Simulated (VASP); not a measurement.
# TiAl30 (a cell with a defect) in VASP: single point with PBE

Aim: the single point of TiAl30 (a cell with a defect) with PBE.

Program: VASP 6.6.1. These are calculated values, not measurements. Logs are shortened: lines on timing, memory, paths and dates and some standing lists are left out, and cuts for length are marked.

## (1) The cell of the first run

The cell holds a defect, 31 atoms: a = 8.100 Å, b = 8.100 Å, c = 8.100 Å, α = 90.00°, β = 90.00°, γ = 90.00°.

## (2) Single point, PBE

Contents of INCAR:

```
SYSTEM = TiAl30
PREC = Accurate
ENCUT = 520
EDIFF = 1E-7
ISMEAR = 0
SIGMA = 0.15
LREAL = Auto
LASPH = .True.
NELM = 60
ALGO = Normal
ISIF = 2
LWAVE = .False.
LCHARG = .True.
GGA = PE
LELF = .True.
LVHAR = .True.
NBANDS = 72
```

Contents of KPOINTS:

```
Automatic mesh
0
Gamma
  3 3 3
  0 0 0
```

Contents of POSCAR:

```
TiAl30
1.0
    8.1000000000      0.0000000000      0.0000000000
    0.0000000000      8.1000000000      0.0000000000
    0.0000000000      0.0000000000      8.1000000000
Ti Al
1 30
Direct
    0.6254828395     -0.1240655556     -0.0000125926
    0.7457787654      0.2376341975     -0.0000582716
    0.7550835802      0.0055349383      0.2735590123
   -0.0128158025     -0.0037692593     -0.0000564198
    0.2468719753      0.2526340741     -0.0000546914
    0.5039456790      0.5130258025     -0.0000461728
    0.2546385185      0.0008838272      0.2409938272
    0.4988245679      0.2447454321      0.2405046914
    0.7504295062      0.5050922222      0.2409923457
    0.4929100000      0.0069079012      0.4999880247
    0.7487222222      0.2585898765      0.4999530864
    0.7551139506      0.0055670370      0.7263225926
    0.0021790123      0.4973223457     -0.0000550617
    0.2625761728      0.7543958025     -0.0000441975
    0.0015959259      0.2520496296      0.2519579012
    0.2479085185      0.4983612346      0.2514033333
    0.4945659259      0.7450196296      0.2730813580
    0.0081370370     -0.0008251852      0.4999558025
    0.2499435802      0.2501558025      0.4999504938
    0.5003925926      0.4919570370      0.4999435802
    0.7564554321      0.7433618519      0.4999876543
    0.2546297531      0.0008841975      0.7589237037
    0.4988064198      0.2447654321      0.7594028395
    0.7504330864      0.5050761728      0.7589195062
   -0.0057059259      0.7492764198      0.2405050617
   -0.0002980247      0.5003980247      0.4999504938
    0.2415041975      0.7508472840      0.4999459259
    0.0016004938      0.2520511111      0.7479487654
    0.2479183951      0.4983728395      0.7485158025
    0.4945435802      0.7449925926      0.7268251852
   -0.0056896296      0.7492598765      0.7594067901
```

Potentials or basis: VASP PAW PBE potentials, release 64 (Ti_sv, Al).

On the command line:

```sh
$ cat potpaw_PBE.64/Ti_sv/POTCAR potpaw_PBE.64/Al/POTCAR > POTCAR
$ mpirun -np 1 vasp_std > vasp.out
```

OUTCAR:

```text
SYSTEM = TiAl30
   PREC = Accurate
   ENCUT = 520
   EDIFF = 1E-7
   ISMEAR = 0
   LREAL = Auto
   LASPH = .True.
   NELM = 60
   ISIF = 2
   GGA = PE

 ion  position               nearest neighbor table
   1  0.625  0.876  1.000-   3 2.67  12 2.67  17 2.67  30 2.67   2 3.09   4 3.09  14 3.10   6 3.10

   2  0.746  0.238  1.000-   4 2.77  23 2.79   8 2.79  12 2.91   3 2.91  28 2.91  15 2.91  24 2.92
                             9 2.92  13 2.96   6 2.97   1 3.09
   3  0.755  0.006  0.274-   1 2.67  11 2.75  18 2.75  21 2.81  10 2.81  15 2.83  25 2.85   8 2.85
                             4 2.91   2 2.91  17 2.98
   4  0.987  0.996  1.000-   2 2.77  31 2.79  25 2.79  12 2.91   3 2.91  28 2.91  15 2.91  22 2.92
                             7 2.92   5 2.96  14 2.97   1 3.09
   5  0.247  0.253  1.000-  13 2.80  23 2.82   8 2.82  22 2.82   7 2.82  29 2.85  16 2.85  28 2.85
                            15 2.85   4 2.96   6 2.96
   6  0.504  0.513  1.000-  14 2.76  24 2.79   9 2.79  30 2.90  17 2.90  29 2.91  16 2.91  23 2.92
                             8 2.92   5 2.96   2 2.97   1 3.10
   7  0.255  0.001  0.241-  14 2.79   8 2.80   5 2.82  10 2.85  17 2.85  15 2.89  18 2.90  19 2.91
                             4 2.92  27 2.92  25 2.93
   8  0.499  0.245  0.241-   2 2.79   7 2.80   5 2.82  10 2.85   3 2.85  16 2.89  20 2.90  19 2.91
                             6 2.92  11 2.92   9 2.93
   9  0.750  0.505  0.241-   6 2.79  25 2.80  13 2.82  21 2.85  17 2.85  15 2.89  11 2.90  26 2.91
[... 31 lines left out ...]
  25  0.994  0.749  0.241-   4 2.79   9 2.80  13 2.82  21 2.85   3 2.85  16 2.89  27 2.90  26 2.91
                            14 2.92  18 2.92   7 2.93
  26  1.000  0.500  0.500-  21 2.78  27 2.82  11 2.82  15 2.84  28 2.84  16 2.85  29 2.85  19 2.87
                             9 2.91  24 2.91  31 2.91  25 2.91
  27  0.242  0.751  0.500-  30 2.75  17 2.75  18 2.76  26 2.82  16 2.87  29 2.87  25 2.90  31 2.90
                            10 2.91   7 2.92  22 2.92  20 2.97
  28  0.002  0.252  0.748-  29 2.82  12 2.83  19 2.84  26 2.84  13 2.85   5 2.85  18 2.87  11 2.87
                            24 2.89  22 2.89   2 2.91   4 2.91
  29  0.248  0.498  0.749-  28 2.82  30 2.83  26 2.85  19 2.85   5 2.85  13 2.85  27 2.87  20 2.87
                            31 2.89  23 2.89  14 2.91   6 2.91
  30  0.495  0.745  0.727-   1 2.67  20 2.75  27 2.75  21 2.81  10 2.81  29 2.83  24 2.85  22 2.85
                             6 2.90  14 2.90  12 2.98
  31  0.994  0.749  0.759-   4 2.79  24 2.80  13 2.82  21 2.85  12 2.85  29 2.89  27 2.90  26 2.91
                            14 2.92  18 2.92  22 2.93

  LATTYP: Found a simple cubic cell.
 ALAT       =     8.1000000000

  Lattice vectors:

 A1 = (   8.1000000000,   0.0000000000,   0.0000000000)
 A2 = (   0.0000000000,   8.1000000000,   0.0000000000)
 A3 = (   0.0000000000,   0.0000000000,   8.1000000000)

Analysis of symmetry for initial positions (statically):
=====================================================================
 Subroutine PRICEL returns:
 Original cell was already a primitive cell.

[... 181 lines left out ...]
   ISMEAR =     0;   SIGMA  =   0.15  broadening in eV -4-tet -1-fermi 0-gaus
   EFERMI_NEDOS =   21; number of points for ismear=-14 and -15
   IALGO  =     38    algorithm
   IMIX   =      4    mixing-type and parameters
     AMIX     =   0.40;   BMIX     =  1.00
     AMIX_MAG =   1.60;   BMIX_MAG =  1.00
  volume/ion in A,a.u.               =      17.14       115.69
  Fermi-wavevector in a.u.,A,eV,Ry     =   0.944329  1.784523 12.133087  0.891757
  Thomas-Fermi vector in A             =   2.072123
   LORBIT       =      0    0 simple, 1 ext, 2 COOP (PROOUT), +10 PAW based schemes
   GGA     = PE    functional components
   LHFCALC =     F    Hartree Fock is set to
   AEXX    =    0.0000 exact exchange contribution
   IVDW    =     0    specifies the selected vdW correction
   LEPSILON=     F    determine dielectric tensor
   LRPA    =     F    only Hartree local field effects (RPA)
 non-spin polarized calculation
 Gauss-broadening in eV      SIGMA  =   0.15
  energy-cutoff  :      520.00
  volume of cell :      531.44
 maximum number of plane-waves:     14358
   NGX = 31   NGY = 31   NGZ = 31

 number of electron     102.0000002 magnetization

 Free energy of the ion-electron system (eV)
  ---------------------------------------------------
  ext. energy  EPLUGINS =         0.00000000
  ---------------------------------------------------
  free energy    TOTEN  =      -119.51803247 eV

  energy without entropy =     -119.39282268  energy(sigma->0) =     -119.45542757

 E-fermi :   7.5332     XC(G=0): -10.0845

 val. band max:        7.4995035744   @ k =  -0.3333   0.3333   0.3333
 cond. band min:       7.5370973421   @ k =  -0.3333  -0.3333   0.3333
 fundamental gap:      0.0375937677
 Fermi energy:         7.5332186453

 k-point     1 :       0.0000    0.0000    0.0000
  band No.  band energies     occupation
      1     -49.7178      2.00000
      2     -26.1471      2.00000
      3     -25.9337      2.00000
      4     -25.8780      2.00000
      5      -3.2703      2.00000
      6      -1.2068      2.00000
[... 649 lines left out ...]
     62       9.1889      0.00000
     63       9.3252      0.00000
 [bands above 63 left out]

------------------------ aborting loop because EDIFF is reached ----------------------------------------

  FORCE on cell =-STRESS in cart. coord.  units (eV):
  Direction    XX          YY          ZZ          XY          YZ          ZX
  --------------------------------------------------------------------------------------
  -------------------------------------------------------------------------------------
  Total       -6.1895850     -6.1895850      1.0473738     -1.1936470      0.0017310      0.0017311
  in kB      -18.6602328    -18.6602328      3.1576007     -3.5985823      0.0052187      0.0052187
  external PRESSURE =     -11.3876216 kB  Pullay stress =       0.0000000 kB

 VOLUME and BASIS-vectors are now :
 -----------------------------------------------------------------------------
  energy-cutoff  :      520.00
  volume of cell :      531.44
      direct lattice vectors                 reciprocal lattice vectors
     8.100000000  0.000000000  0.000000000     0.123456790  0.000000000  0.000000000
     0.000000000  8.100000000  0.000000000     0.000000000  0.123456790  0.000000000
     0.000000000  0.000000000  8.100000000     0.000000000  0.000000000  0.123456790

 POSITION                                       TOTAL-FORCE (eV/Angst)
 -----------------------------------------------------------------------------------
      5.06641      7.09507      8.09990        -0.015070     -0.015070     -0.005276
      6.04081      1.92484      8.09953        -0.000263     -0.001842      0.000685
      6.11618      0.04483      2.21583         0.001195      0.001195      0.001005
      7.99619      8.06947      8.09954        -0.001842     -0.000263      0.000685
      1.99966      2.04634      8.09956        -0.001942      0.004284      0.000622
      4.08196      4.15551      8.09963         0.001052     -0.000987      0.000694
[... 23 lines left out ...]
      4.00580      6.03444      5.88728         0.002337      0.002337      0.002998
      8.05391      6.06900      6.15119         0.001557      0.001069      0.000885
 -----------------------------------------------------------------------------------
    total drift:                               -0.004451     -0.001090     -0.002892

  FREE ENERGIE OF THE ION-ELECTRON SYSTEM (eV)
  ---------------------------------------------------
  free  energy   TOTEN  =      -119.5180324684 eV

  energy  without entropy=     -119.3928226772  energy(sigma->0) =     -119.45542757
```

OSZICAR:

```text
N       E                     dE             d eps       ncg     rms          rms(c)
DAV:   1     0.260348250994E+03    0.26035E+03   -0.37334E+04  1520   0.117E+03
DAV:   2    -0.907524189138E+02   -0.35110E+03   -0.33089E+03  1600   0.188E+02
DAV:   3    -0.121578594986E+03   -0.30826E+02   -0.29419E+02  2008   0.495E+01
[... 10 lines left out ...]
DAV:  14    -0.119518042809E+03    0.16235E-03   -0.49318E-04  1872   0.833E-02    0.439E-02
DAV:  15    -0.119518041532E+03    0.12771E-05   -0.34080E-05  1752   0.189E-02    0.427E-02
DAV:  16    -0.119518042115E+03   -0.58334E-06   -0.10581E-06  1728   0.404E-03    0.529E-02
DAV:  17    -0.119518034774E+03    0.73408E-05   -0.25251E-05  1632   0.199E-02    0.466E-02
DAV:  18    -0.119518032456E+03    0.23179E-05   -0.42445E-06  2024   0.613E-03    0.320E-02
DAV:  19    -0.119518032468E+03   -0.12102E-07   -0.95519E-08  1200   0.106E-03
   1 F= -.11951803E+03 E0= -.11945543E+03  d E =-.125210E+00
```

stdout:

```text
POSCAR found type information on POSCAR TiAl
 POSCAR found :  2 types and      31 ions
 scaLAPACK will be used
 LDA part: xc-table for (Slater+PW92), standard interpolation
 POSCAR, INCAR and KPOINTS ok, starting setup
 FFT: planning ... GRIDC
 FFT: planning ... GRID_SOFT
 FFT: planning ... GRID
 WAVECAR not read
 entering main loop
```

Run time: 5.3 min. Hardware: 1 thread of Intel Xeon 6975P-C (Granite Rapids), shared host; peak memory 0.6 GiB.

What came out:

* Free energy: -119.5180 eV
* Pressure: -1.1 GPa
* Largest force: 0.022 eV/Å
* Band gap on the k mesh: zero (band 51 reaches 7.66 eV, above the bottom of band 52 at 7.45 eV)

Forces on the atoms (eV/Å):
```
Ti  -0.015 -0.015 -0.005
Al   0.000 -0.002  0.001
Al   0.001  0.001  0.001
Al  -0.002  0.000  0.001
Al  -0.002  0.004  0.001
Al   0.001 -0.001  0.001
Al   0.001  0.000 -0.005
Al   0.001  0.002 -0.001
Al   0.000  0.001 -0.005
Al  -0.001  0.001 -0.001
Al  -0.001  0.001  0.000
Al   0.000  0.000  0.002
Al   0.004 -0.002  0.001
Al  -0.001  0.001  0.001
Al   0.003  0.003  0.002
Al  -0.003 -0.003  0.004
Al   0.002  0.002 -0.001
Al   0.001 -0.001  0.000
Al   0.001 -0.002  0.000
Al   0.002  0.001  0.000
Al   0.001 -0.001 -0.001
Al   0.001  0.000  0.004
Al   0.001  0.002  0.001
Al   0.000  0.001  0.004
Al   0.002  0.001 -0.001
Al  -0.002  0.001  0.000
Al   0.001  0.002  0.000
Al   0.003  0.003 -0.002
Al  -0.004 -0.004 -0.005
Al   0.002  0.002  0.003
Al   0.002  0.001  0.001
```
